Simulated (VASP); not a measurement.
# Si8O in VASP: a series of runs

Runs on Si8O. Level: PBE+D3(BJ). Tasks: single point.

Program: VASP 6.6.1. These are calculated values, not measurements. Logs are shortened: lines on timing, memory, paths and dates and some standing lists are left out, and cuts for length are marked.

### 1 The cell of the first run

The cell holds a slab with vacuum, 9 atoms: a = 3.816 Å, b = 6.313 Å, c = 21.332 Å, α = 90.00°, β = 90.00°, γ = 90.00°.

### 2 Single point, PBE+D3(BJ), collinear spin, ferromagnetic start

The input, INCAR:

```
ALGO = Normal ; DIPOL = 0.5 0.5 0.313
EDIFF = 1E-7 ; ENCUT = 520
GGA = PE ; IDIPOL = 3
ISIF = 2 ; ISMEAR = 0
ISPIN = 2 ; IVDW = 12
LASPH = True ; LCHARG = False
LDIPOL = True ; LORBIT = 11
LREAL = False ; LWAVE = False
MAGMOM = 0 0 0 0 0 0 0 0 2 ; NBANDS = 33
NELM = 150 ; PREC = Accurate
SIGMA = 0.05
```

The input, KPOINTS:

```
k-points
0
Gamma
  7 4 1
```

The input, POSCAR:

```
Si8O
1.0
    3.8155170209      0.0000000000      0.0000000000
    0.0000000000      6.3129357835      0.0000000000
    0.0000000000      0.0000000000     21.3318711348
Si O
8 1
Direct
    0.0000000000      0.9369021389      0.1875128522
    0.0000000000      0.5630978611      0.1875128522
    0.5000000000      0.4369021389      0.2391466205
    0.5000000000      0.0630978611      0.2391466205
    0.5000000000      0.9332664455      0.3430438269
    0.5000000000      0.5667335545      0.3430438269
    0.0000000000      0.4266292811      0.3858954089
    0.0000000000      0.0733707189      0.3858954089
    0.0000000000      0.5932959478      0.5030909416
```

Potentials or basis: VASP PAW PBE potentials, release 64 (Si, O).

Started as:

```console
> cat potpaw_PBE.64/Si/POTCAR potpaw_PBE.64/O/POTCAR > POTCAR
> mpirun -np 1 vasp_std > vasp.out
```

OUTCAR:

```text
EDIFF = 1E-7
   ENCUT = 520
   GGA = PE
   ISIF = 2
   ISMEAR = 0
   ISPIN = 2
   IVDW = 12
   LASPH = True
   LORBIT = 11
   LREAL = False
   NELM = 150
   PREC = Accurate
 IVDW          = 12

 ion  position               nearest neighbor table
   1  0.000  0.937  0.188-   4 2.34   4 2.34   2 2.36
   2  0.000  0.563  0.188-   3 2.34   3 2.34   1 2.36
   3  0.500  0.437  0.239-   2 2.34   2 2.34   4 2.36   6 2.36
   4  0.500  0.063  0.239-   1 2.34   1 2.34   3 2.36   5 2.36
   5  0.500  0.933  0.343-   8 2.29   8 2.29   6 2.31   4 2.36
   6  0.500  0.567  0.343-   7 2.29   7 2.29   5 2.31   3 2.36
   7  0.000  0.427  0.386-   8 2.23   6 2.29   6 2.29
   8  0.000  0.073  0.386-   7 2.23   5 2.29   5 2.29
   9  0.000  0.593  0.503-

  LATTYP: Found a simple orthorhombic cell.
 ALAT       =     3.8155170209
 B/A-ratio  =     1.6545426869
 C/A-ratio  =     5.5908205934

  Lattice vectors:

 A1 = (   3.8155170209,   0.0000000000,   0.0000000000)
 A2 = (   0.0000000000,   6.3129357835,   0.0000000000)
 A3 = (   0.0000000000,   0.0000000000,  21.3318711348)

Analysis of symmetry for initial positions (statically):
=====================================================================
 Subroutine PRICEL returns:
 Original cell was already a primitive cell.

 Routine SETGRP: Setting up the symmetry group for a
 simple orthorhombic supercell.

 Subroutine GETGRP returns: Found  2 space group operations
 (whereof  2 operations were pure point group operations)
 out of a pool of  8 trial point group operations.

The static configuration has the point symmetry C_1h.

Analysis of symmetry for dynamics (positions and initial velocities):
=====================================================================
 Subroutine PRICEL returns:
 Original cell was already a primitive cell.

 Routine SETGRP: Setting up the symmetry group for a
 simple orthorhombic supercell.

 Subroutine GETGRP returns: Found  2 space group operations
 (whereof  2 operations were pure point group operations)
 out of a pool of  8 trial point group operations.

The dynamic configuration has the point symmetry C_1h.

Analysis of structural, dynamic, and magnetic symmetry:
=====================================================================
 Subroutine PRICEL returns:
 Original cell was already a primitive cell.

 Routine SETGRP: Setting up the symmetry group for a
 simple orthorhombic supercell.

 Subroutine GETGRP returns: Found  2 space group operations
 (whereof  2 operations were pure point group operations)
 out of a pool of  8 trial point group operations.

The overall configuration has the point symmetry C_1h.

 Subroutine INISYM returns: Found  2 space group operations
 (whereof  2 operations are pure point group operations),
 and found     1 'primitive' translations

----------------------------------------------------------------------------------------

                                     Primitive cell

  volume of cell :     513.8232

  direct lattice vectors                    reciprocal lattice vectors
     3.815517021  0.000000000  0.000000000     0.262087679  0.000000000  0.000000000
     0.000000000  6.312935784  0.000000000     0.000000000  0.158404906  0.000000000
     0.000000000  0.000000000 21.331871135     0.000000000  0.000000000  0.046878213

  length of vectors
     3.815517021  6.312935784 21.331871135     0.262087679  0.158404906  0.046878213

  position of ions in fractional coordinates (direct lattice)
     0.000000000  0.936902139  0.187512852
     0.000000000  0.563097861  0.187512852
     0.500000000  0.436902139  0.239146621
     0.500000000  0.063097861  0.239146621
     0.500000000  0.933266446  0.343043827
     0.500000000  0.566733554  0.343043827
     0.000000000  0.426629281  0.385895409
     0.000000000  0.073370719  0.385895409
     0.000000000  0.593295948  0.503090942

  ion indices of the primitive-cell ions
   primitive index   ion index
                 1           1
                 2           2
                 3           3
                 4           4
[... 56 lines left out ...]
   ISTART =      0    job   : 0-new  1-cont  2-samecut
   ICHARG =      2    charge: 1-file 2-atom 10-const
   ISPIN  =      2    spin polarized calculation?
   LNONCOLLINEAR =      F non collinear calculations
   LSORBIT =      F    spin-orbit coupling
   LASPH  =      T    aspherical Exc in radial PAW
   ENCUT  =  520.0 eV  38.22 Ry    6.18 a.u.   7.09 11.74 39.66*2*pi/ulx,y,z
   NELM   =    150;   NELMIN=  2; NELMDL= -5     # of ELM steps
   EDIFF  = 0.1E-06   stopping-criterion for ELM
   LREAL  =      F    real-space projection
   EDIFFG = 0.1E-05   stopping-criterion for IOM
   NSW    =      0    number of steps for IOM
   IBRION =     -1    ionic relax: 0-MD 1-quasi-New 2-CG
   NFREE  =      0    steps in history (QN), initial steepest desc. (CG)
   ISIF   =      2    stress and relaxation
   ISYM   =      2    0-nonsym 1-usesym 2-fastsym
   POTIM  = 0.5000    time-step for ionic-motion
   TEBEG  =    0.0;   TEEND  =   0.0 temperature during run
   PSTRESS=    0.0 pullay stress
   NELECT =      38.0000    total number of electrons
   NUPDOWN=      -1.0000    fix difference up-down
   EMIN   =  10.00;   EMAX   =-10.00  energy-range for DOS
   EFERMI =   0.00;   METHOD = LEGACY
   ISMEAR =     0;   SIGMA  =   0.05  broadening in eV -4-tet -1-fermi 0-gaus
   EFERMI_NEDOS =   21; number of points for ismear=-14 and -15
   IALGO  =     38    algorithm
   IMIX   =      4    mixing-type and parameters
     AMIX     =   0.40;   BMIX     =  1.00
     AMIX_MAG =   1.60;   BMIX_MAG =  1.00
  volume/ion in A,a.u.               =      57.09       385.27
  Fermi-wavevector in a.u.,A,eV,Ry     =   0.687171  1.298565  6.424724  0.472204
  Thomas-Fermi vector in A             =   1.767609
   LORBIT       =     11    0 simple, 1 ext, 2 COOP (PROOUT), +10 PAW based schemes
   GGA     = PE    functional components
   LHFCALC =     F    Hartree Fock is set to
   AEXX    =    0.0000 exact exchange contribution
   IVDW    =    12    specifies the selected vdW correction
   LEPSILON=     F    determine dielectric tensor
   LRPA    =     F    only Hartree local field effects (RPA)
 spin polarized calculation
 Gauss-broadening in eV      SIGMA  =   0.05
  energy-cutoff  :      520.00
  volume of cell :      513.82
 maximum number of plane-waves:     13860
   NGX = 15   NGY = 23   NGZ = 79

 dipolmoment           0.000000      0.000000     -0.051242 electrons x Angstroem

 number of electron      37.9999997 magnetization       1.5147283

 dipolmoment           0.000000      0.000000      0.323514 electrons x Angstroem

 Free energy of the ion-electron system (eV)
  ---------------------------------------------------
  ext. energy  EPLUGINS =         0.00000000
  ---------------------------------------------------
  free energy    TOTEN  =       -42.41340860 eV

  energy without entropy =      -42.41077601  energy(sigma->0) =      -42.41209231

 E-fermi :  -2.1547     XC(G=0):  -3.9047

 val. band max:       -2.2173992626   @ k =   0.0000   0.2500   0.0000
 cond. band min:      -2.1512242370   @ k =   0.0000   0.5000   0.0000
 fundamental gap:      0.0661750257
 Fermi energy:        -2.1546560540

 spin component 1

 k-point     1 :       0.0000    0.0000    0.0000
  band No.  band energies     occupation
      1     -19.1679      1.00000
      2     -13.8337      1.00000
      3     -12.4931      1.00000
      4     -11.4538      1.00000
      5     -10.0398      1.00000
      6      -9.4532      1.00000
[... 397 lines left out ...]
     30       2.7311      0.00000
     31       2.9804      0.00000
 Fermi energy:        -2.1546560540

 spin component 2

 k-point     1 :       0.0000    0.0000    0.0000
  band No.  band energies     occupation
      1     -16.6824      1.00000
      2     -13.8142      1.00000
      3     -12.4860      1.00000
      4     -11.4461      1.00000
      5     -10.0368      1.00000
      6      -9.4199      1.00000
[... 397 lines left out ...]
     30       2.7632      0.00000
     31       2.9956      0.00000
 [bands above 31 left out]

------------------------ aborting loop because EDIFF is reached ----------------------------------------

 vacuum level on the upper side and lower side of the slab       (xc-potential included)         1.184        -1.185

 Edisp (eV)   -2.16371

 E8    (eV) :    -0.9299

  FORCE on cell =-STRESS in cart. coord.  units (eV):
  Direction    XX          YY          ZZ          XY          YZ          ZX
  --------------------------------------------------------------------------------------
  -------------------------------------------------------------------------------------
  Total       1.78636    -1.38170    -5.40527     0.00000    -1.48608     0.00000
  in kB       5.57014    -4.30835   -16.85442     0.00000    -4.63382     0.00000
  external pressure =       -5.20 kB  Pullay stress =        0.00 kB

 VOLUME and BASIS-vectors are now :
 -----------------------------------------------------------------------------
  energy-cutoff  :      520.00
  volume of cell :      513.82
      direct lattice vectors                 reciprocal lattice vectors
     3.815517021  0.000000000  0.000000000     0.262087679  0.000000000  0.000000000
     0.000000000  6.312935784  0.000000000     0.000000000  0.158404906  0.000000000
     0.000000000  0.000000000 21.331871135     0.000000000  0.000000000  0.046878213

 POSITION                                       TOTAL-FORCE (eV/Angst)
 -----------------------------------------------------------------------------------
      0.00000      5.91460      4.00000         0.000000     -0.726668      0.562975
      0.00000      3.55480      4.00000         0.000000      0.717154      0.580277
      1.90776      2.75814      5.10144         0.000000     -0.009067     -0.570788
      1.90776      0.39833      5.10144         0.000000      0.033579     -0.656802
      1.90776      5.89165      7.31777         0.000000      0.016441      0.078396
      1.90776      3.57775      7.31777         0.000000      0.087577     -0.121239
      0.00000      2.69328      8.23187         0.000000      1.047251      1.698763
      0.00000      0.46318      8.23187         0.000000     -0.623787      0.194601
      0.00000      3.74544     10.73187         0.000000     -0.542479     -1.766182
 -----------------------------------------------------------------------------------
    total drift:                               -0.000000     -0.000004      0.000178

  FREE ENERGIE OF THE ION-ELECTRON SYSTEM (eV)
  ---------------------------------------------------
  free  energy   TOTEN  =       -44.5771175740 eV

  energy  without entropy=      -44.5744849831  energy(sigma->0) =      -44.57580128

 vacuum level on the upper side and lower side of the slab         5.066         2.638

 total charge

# of ion       s       p       d       tot
------------------------------------------
    1        0.791   0.850   0.000   1.641
    2        0.790   0.853   0.000   1.643
    3        0.758   0.912   0.000   1.671
    4        0.763   0.904   0.000   1.668
    5        0.758   0.945   0.000   1.702
    6        0.757   0.952   0.000   1.708
    7        0.776   0.873   0.000   1.650
    8        0.790   0.897   0.000   1.687
    9        1.613   3.004   0.000   4.617
--------------------------------------------------
tot          7.797  10.190   0.000  17.987

 magnetization (x)

# of ion       s       p       d       tot
------------------------------------------
    1       -0.009  -0.039   0.000  -0.048
    2        0.002   0.022   0.000   0.023
    3       -0.001  -0.005   0.000  -0.006
    4        0.003   0.003   0.000   0.006
    5       -0.002  -0.007   0.000  -0.009
    6        0.001   0.005   0.000   0.006
    7       -0.005  -0.033   0.000  -0.038
    8        0.009   0.066   0.000   0.075
    9        0.012   1.130   0.000   1.142
--------------------------------------------------
tot          0.009   1.142   0.000   1.152
```

It took 11 min on 1 thread of AMD EPYC 9R45 (Zen 5), shared host; peak memory 0.78 GiB.

What came out:

```yaml
Free_energy: -44.5771 eV
Largest_force: 1.996 eV/Å
Net_moment: 1.51 μB per cell
Site_moments: Si -0.05, +0.02, -0.01, +0.01, -0.04, +0.07 (each value once); O +1.14 μB
Valence_electrons_inside_the_program's_atomic_spheres: Si 1.64, 1.67, 1.70, 1.71, 1.65, 1.69 (each value once); O 4.62
Dispersion_energy_per_atom: -0.240 eV
```

Forces on the atoms (eV/Å):
```
Si   0.000 -0.727  0.563
Si   0.000  0.717  0.580
Si   0.000 -0.009 -0.571
Si   0.000  0.034 -0.657
Si   0.000  0.016  0.078
Si   0.000  0.088 -0.121
Si   0.000  1.047  1.699
Si   0.000 -0.624  0.195
O    0.000 -0.542 -1.766
```

(Continued in part 2 of 2.)
